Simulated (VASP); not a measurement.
# Ru (P-3m1) in VASP: single point with PBEsol

Aim: the single point of Ru with PBEsol.

Everything below comes from runs of VASP 6.6.1. Logs are shortened: lines on timing, memory, paths and dates and some standing lists are left out, and cuts for length are marked.

### Step 1. The cell of the first run

Symmetry: P-3m1, No. 164, trigonal system. The conventional cell has a = 2.690 Å, b = 2.690 Å, c = 4.252 Å, α = 90.00°, β = 90.00°, γ = 120.00°. Within 3.4 Å of Ru (site symmetry 3m) lie 12 Ru at 2.55 to 2.71 Å.

### Step 2. Single point, PBEsol (atoms displaced along a vibrational mode)

INCAR reads:

```
PREC = Accurate
ENCUT = 520
EDIFF = 1E-6
ISMEAR = 0
SIGMA = 0.15
LREAL = False
LASPH = True
NELM = 80
ALGO = Fast
ISIF = 2
LWAVE = False
LCHARG = False
GGA = PS
NBANDS = 21
```

KPOINTS reads:

```
regular mesh
0
Gamma
  24 24 14
```

POSCAR reads:

```
Ru
1.0
    2.6895239996      0.0000000000      0.0000000000
   -1.3447619998      2.3291961077      0.0000000000
    0.0000000000      0.0000000000      4.2519209508
Ru
2
Direct
    0.3333333333      0.6666666667      0.2382406092
    0.6666666667      0.3333333333      0.7617593908
```

Potentials or basis: VASP PAW PBE potentials, release 64 (Ru_pv).

Run with:

```console
$ cat potpaw_PBE.64/Ru_pv/POTCAR > POTCAR
$ mpirun -np 1 vasp_std > vasp.out
```

OUTCAR:

```text
PREC = Accurate
   ENCUT = 520
   EDIFF = 1E-6
   ISMEAR = 0
   LREAL = False
   LASPH = True
   NELM = 80
   ISIF = 2
   GGA = PS

 ion  position               nearest neighbor table
   1  0.333  0.667  0.238-   2 2.55   2 2.55   2 2.55   2 2.71   2 2.71   2 2.71
   2  0.667  0.333  0.762-   1 2.55   1 2.55   1 2.55   1 2.71   1 2.71   1 2.71

  LATTYP: Found a hexagonal cell.
 ALAT       =     2.6895239996
 C/A-ratio  =     1.5809195052

  Lattice vectors:

 A1 = (   2.6895239996,   0.0000000000,   0.0000000000)
 A2 = (  -1.3447619998,   2.3291961077,   0.0000000000)
 A3 = (   0.0000000000,   0.0000000000,   4.2519209508)

Analysis of symmetry for initial positions (statically):
=====================================================================
 Subroutine PRICEL returns:
 Original cell was already a primitive cell.

 Routine SETGRP: Setting up the symmetry group for a
 hexagonal supercell.

 Subroutine GETGRP returns: Found 12 space group operations
 (whereof 12 operations were pure point group operations)
 out of a pool of 24 trial point group operations.

The static configuration has the point symmetry D_3d.

Analysis of symmetry for dynamics (positions and initial velocities):
=====================================================================
 Subroutine PRICEL returns:
 Original cell was already a primitive cell.

 Routine SETGRP: Setting up the symmetry group for a
 hexagonal supercell.

 Subroutine GETGRP returns: Found 12 space group operations
 (whereof 12 operations were pure point group operations)
 out of a pool of 24 trial point group operations.

The dynamic configuration has the point symmetry D_3d.

 Subroutine INISYM returns: Found 12 space group operations
 (whereof 12 operations are pure point group operations),
 and found     1 'primitive' translations

----------------------------------------------------------------------------------------

                                     Primitive cell

  volume of cell :      26.6359

  direct lattice vectors                    reciprocal lattice vectors
     2.689524000  0.000000000  0.000000000     0.371813005  0.214666338  0.000000000
    -1.344762000  2.329196108  0.000000000     0.000000000  0.429332677  0.000000000
     0.000000000  0.000000000  4.251920951     0.000000000  0.000000000  0.235187815

  length of vectors
     2.689524000  2.689524000  4.251920951     0.429332677  0.429332677  0.235187815

  position of ions in fractional coordinates (direct lattice)
     0.333333333  0.666666667  0.238240609
     0.666666667  0.333333333  0.761759391

  ion indices of the primitive-cell ions
   primitive index   ion index
                 1           1
                 2           2

----------------------------------------------------------------------------------------

 KPOINTS: regular mesh

Automatic generation of k-mesh.
 Grid dimensions read from file:
 generate k-points for:   24   24   14

 Generating k-lattice:

  Cartesian coordinates                     Fractional coordinates (reciprocal lattice)
     0.015492209  0.008944431  0.000000000     0.041666667  0.000000000  0.000000000
     0.000000000  0.017888862  0.000000000     0.000000000  0.041666667  0.000000000
     0.000000000  0.000000000  0.016799130     0.000000000  0.000000000  0.071428571

  Length of vectors
     0.017888862  0.017888862  0.016799130

  Shift w.r.t. Gamma in fractional coordinates (k-lattice)
     0.000000000  0.000000000  0.000000000

 Subroutine IBZKPT returns following result:
 ===========================================

 Found    776 irreducible k-points:

 Following reciprocal coordinates:
            Coordinates               Weight
  0.000000  0.000000  0.000000      1.000000
  0.041667  0.000000  0.000000      6.000000
  0.083333  0.000000  0.000000      6.000000
  0.125000 -0.000000  0.000000      6.000000
  0.166667  0.000000  0.000000      6.000000
  0.208333  0.000000  0.000000      6.000000
[... 16 lines left out ...]
  0.416667  0.041667  0.000000     12.000000
  0.458333  0.041667  0.000000     12.000000
 [... further k-points ...]
   k-points           NKPTS =    776   k-points in BZ     NKDIM =    776   number of bands    NBANDS=     21
   number of dos      NEDOS =    301   number of ions     NIONS =      2
   total plane-waves  NPLWV =  12800
   dimension x,y,z NGX =    20 NGY =   20 NGZ =   32
   dimension x,y,z NGXF=    40 NGYF=   40 NGZF=   64
   ions per type =               2
   NGX,Y,Z   is equivalent  to a cutoff of  12.36, 12.36, 12.51 a.u.
   NGXF,Y,Z  is equivalent  to a cutoff of  24.72, 24.72, 25.02 a.u.
 SYSTEM =  unknown system
   PREC   = accura    normal or accurate (medium, high low for compatibility)
   ISTART =      0    job   : 0-new  1-cont  2-samecut
   ICHARG =      2    charge: 1-file 2-atom 10-const
   ISPIN  =      1    spin polarized calculation?
   LNONCOLLINEAR =      F non collinear calculations
   LSORBIT =      F    spin-orbit coupling
   LASPH  =      T    aspherical Exc in radial PAW
   ENCUT  =  520.0 eV  38.22 Ry    6.18 a.u.   5.00  5.00  7.91*2*pi/ulx,y,z
   NELM   =     80;   NELMIN=  2; NELMDL= -5     # of ELM steps
   EDIFF  = 0.1E-05   stopping-criterion for ELM
   LREAL  =      F    real-space projection
   EDIFFG = 0.1E-04   stopping-criterion for IOM
   NSW    =      0    number of steps for IOM
   IBRION =     -1    ionic relax: 0-MD 1-quasi-New 2-CG
   NFREE  =      0    steps in history (QN), initial steepest desc. (CG)
   ISIF   =      2    stress and relaxation
   ISYM   =      2    0-nonsym 1-usesym 2-fastsym
   POTIM  = 0.5000    time-step for ionic-motion
   TEBEG  =    0.0;   TEEND  =   0.0 temperature during run
   PSTRESS=    0.0 pullay stress
   NELECT =      28.0000    total number of electrons
   NUPDOWN=      -1.0000    fix difference up-down
   EMIN   =  10.00;   EMAX   =-10.00  energy-range for DOS
   EFERMI =   0.00;   METHOD = LEGACY
   ISMEAR =     0;   SIGMA  =   0.15  broadening in eV -4-tet -1-fermi 0-gaus
   EFERMI_NEDOS =   21; number of points for ismear=-14 and -15
   IALGO  =     68    algorithm
   IMIX   =      4    mixing-type and parameters
     AMIX     =   0.40;   BMIX     =  1.00
     AMIX_MAG =   1.60;   BMIX_MAG =  1.00
  volume/ion in A,a.u.               =      13.32        89.87
  Fermi-wavevector in a.u.,A,eV,Ry     =   1.664582  3.145605 37.699491  2.770834
  Thomas-Fermi vector in A             =   2.751101
   LORBIT       =      0    0 simple, 1 ext, 2 COOP (PROOUT), +10 PAW based schemes
   GGA     = PS    functional components
   LHFCALC =     F    Hartree Fock is set to
   AEXX    =    0.0000 exact exchange contribution
   IVDW    =     0    specifies the selected vdW correction
   LEPSILON=     F    determine dielectric tensor
   LRPA    =     F    only Hartree local field effects (RPA)
 non-spin polarized calculation
 RMM-DIIS sequential band-by-band and
 Gauss-broadening in eV      SIGMA  =   0.15
  energy-cutoff  :      520.00
  volume of cell :       26.64
 maximum number of plane-waves:       738
   NGX =  9   NGY =  9   NGZ = 15

 number of electron      28.0000003 magnetization

 Free energy of the ion-electron system (eV)
  ---------------------------------------------------
  ext. energy  EPLUGINS =         0.00000000
  ---------------------------------------------------
  free energy    TOTEN  =       -20.28250519 eV

  energy without entropy =      -20.26189970  energy(sigma->0) =      -20.27220245

 E-fermi :  13.0814     XC(G=0): -14.3933

 val. band max:       13.0809778452   @ k =  -0.1667   0.4583   0.2143
 cond. band min:      13.0845212474   @ k =  -0.2500  -0.4167   0.2857
 fundamental gap:      0.0035434022
 Fermi energy:        13.0814147309

 k-point     1 :       0.0000    0.0000    0.0000
  band No.  band energies     occupation
      1     -30.6449      2.00000
      2     -29.6339      2.00000
      3     -29.6339      2.00000
      4     -29.4377      2.00000
      5     -29.4377      2.00000
      6     -29.3846      2.00000
[... 13 lines left out ...]
     20      23.3175      0.00000
     21      23.4767      0.00000

 k-point     2 :       0.0417    0.0000    0.0000
  band No.  band energies     occupation
      1     -30.6386      2.00000
      2     -29.6484      2.00000
      3     -29.6386      2.00000
      4     -29.4519      2.00000
      5     -29.4395      2.00000
      6     -29.3868      2.00000
[... 13 lines left out ...]
     20      23.3175      0.00000
     21      23.4748      0.00000

 k-point     3 :       0.0833    0.0000    0.0000
  band No.  band energies     occupation
      1     -30.6199      2.00000
      2     -29.6905      2.00000
      3     -29.6523      2.00000
      4     -29.4933      2.00000
      5     -29.4448      2.00000
      6     -29.3939      2.00000
[... 13 lines left out ...]
     20      23.3175      0.00000
     21      23.4667      0.00000

 k-point     4 :       0.1250   -0.0000    0.0000
  band No.  band energies     occupation
      1     -30.5897      2.00000
      2     -29.7565      2.00000
      3     -29.6737      2.00000
      4     -29.5582      2.00000
      5     -29.4535      2.00000
      6     -29.4067      2.00000
[... 13 lines left out ...]
     20      23.3174      0.00000
     21      23.4487      0.00000

 k-point     5 :       0.1667    0.0000    0.0000
  band No.  band energies     occupation
      1     -30.5490      2.00000
      2     -29.8416      2.00000
      3     -29.7010      2.00000
      4     -29.6413      2.00000
      5     -29.4653      2.00000
      6     -29.4259      2.00000
[... 13 lines left out ...]
     20      23.3173      0.00000
     21      23.4209      0.00000
[... 382 lines left out ...]
     20      23.3138      0.00000
     21      24.2908      0.00000

 k-point    22 :       0.3750    0.0417    0.0000
  band No.  band energies     occupation
      1     -30.3691      2.00000
      2     -30.2701      2.00000
      3     -30.0671      2.00000
      4     -29.8663      2.00000
      5     -29.6300      2.00000
      6     -29.5560      2.00000
[... 13 lines left out ...]
     20      24.3789      0.00000
     21      26.7661      0.00000

 k-point    23 :       0.4167    0.0417    0.0000
  band No.  band energies     occupation
      1     -30.4173      2.00000
      2     -30.2734      2.00000
      3     -30.0608      2.00000
      4     -29.8835      2.00000
      5     -29.6680      2.00000
      6     -29.5650      2.00000
[... 13 lines left out ...]
     20      25.0651      0.00000
     21      26.2870      0.00000

 k-point    24 :       0.4583    0.0417    0.0000
  band No.  band energies     occupation
      1     -30.4430      2.00000
      2     -30.2815      2.00000
      3     -30.0461      2.00000
      4     -29.8926      2.00000
      5     -29.6915      2.00000
      6     -29.5697      2.00000
[... 13 lines left out ...]
     20      25.5924      0.00000
     21      25.9638      0.00000

 [... further k-points ...]

------------------------ aborting loop because EDIFF is reached ----------------------------------------

  FORCE on cell =-STRESS in cart. coord.  units (eV):
  Direction    XX          YY          ZZ          XY          YZ          ZX
  --------------------------------------------------------------------------------------
  -------------------------------------------------------------------------------------
  Total        0.2355851      0.2355851      0.5663313      0.0000000      0.0000000      0.0000000
  in kB       14.1707150     14.1707150     34.0654774      0.0000000      0.0000000      0.0000000
  external PRESSURE =      20.8023024 kB  Pullay stress =       0.0000000 kB

 VOLUME and BASIS-vectors are now :
 -----------------------------------------------------------------------------
  energy-cutoff  :      520.00
  volume of cell :       26.64
      direct lattice vectors                 reciprocal lattice vectors
     2.689524000  0.000000000  0.000000000     0.371813005  0.214666338  0.000000000
    -1.344762000  2.329196108  0.000000000     0.000000000  0.429332677  0.000000000
     0.000000000  0.000000000  4.251920951     0.000000000  0.000000000  0.235187815

 POSITION                                       TOTAL-FORCE (eV/Angst)
 -----------------------------------------------------------------------------------
     -0.00000      1.55280      1.01298        -0.000000      0.000000      1.354316
      1.34476      0.77640      3.23894         0.000000     -0.000000     -1.354316
 -----------------------------------------------------------------------------------
    total drift:                                0.000000     -0.000000      0.000000

  FREE ENERGIE OF THE ION-ELECTRON SYSTEM (eV)
  ---------------------------------------------------
  free  energy   TOTEN  =       -20.2825051940 eV

  energy  without entropy=      -20.2618997032  energy(sigma->0) =      -20.27220245
```

Wall time 7.5 min (1 thread of Intel Xeon 8259CL, shared host); peak memory 0.42 GiB.

Results:

| Property | Result |
| --- | --- |
| Free energy | -20.2825 eV |
| Pressure | 2.1 GPa |
| Largest force | 1.354 eV/Å |
| Band gap on the k mesh | zero (bands 14 and 15 overlap by 3.08 eV) |

Forces in eV/Å, atoms in the order of the input:
```
Ru   0.000  0.000  1.354
Ru   0.000  0.000 -1.354
```

Stress tensor (GPa, compression positive):
```
1.42 0.00 0.00
0.00 1.42 0.00
0.00 0.00 3.41
```

Levels at points of the mesh, in eV from the Fermi level:
```csv
k point,band 11,band 12,band 13,band 14,band 15,band 16,band 17,band 18
"(0.00, 0.00, 0.00)",-2.51,-2.17,-2.17,-1.33,-1.33,1.24,1.24,1.32
"(0.50, 0.00, 0.00)",-2.14,-1.88,-1.56,1.44,1.83,2.06,4.14,6.22
"(0.00, 0.00, 0.50)",-2.94,-2.92,-2.92,-2.36,0.36,0.36,0.79,0.79
"(0.50, 0.00, 0.50)",-1.58,-0.68,0.35,0.49,1.64,1.79,3.11,3.72
```

Caveat: the cell differs from its parent crystal (atoms displaced along a vibrational mode); the PAW data sets were made with another functional, which shifts forces and pressure a little.
